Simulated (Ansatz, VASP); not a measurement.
PbSe in VASP and in Ansatz

```
Pb Se
1.0
     0.00000    3.06065    3.06065
     3.06065    0.00000    3.06065
     3.06065    3.06065    0.00000
Pb Se
1 1
Direct
  0.00000 0.00000 0.00000
  0.50000 0.50000 0.50000
```

Alike in both runs: functional HF; k mesh 4 × 4 × 4; occupations fermi-dirac, width 0.05 eV; no spin polarisation.

```csv
,VASP,Ansatz
version,VASP 6.6.1,Ansatz 0.2.0
potentials or method,"VASP PAW PBE potentials, release 64 (Pb_d, Se)",Ansatz PAW
plane-wave cutoff (eV),520,420
valence electrons in the cell,20,30
task,single point,band structure
```

|  | VASP | Ansatz | Ansatz less VASP |
| --- | --- | --- | --- |
| gap on the k mesh at the Fermi level (eV) | 5.33 | 5.09 | -0.246 |
| least direct gap on the mesh (eV) | 5.33 | 5.09 | -0.246 |
| pressure (GPa) | 7.0 | 8.0 | +0.93 |

VASP's potentials were made for PBE, not for HF. VASP's potentials hold 20 valence electrons a cell and Ansatz's 30, so a difference there can come from the potentials and not from the codes.

The k mesh is coarse, so the values compare programs but aren't converged. Neither program's run includes spin-orbit coupling.
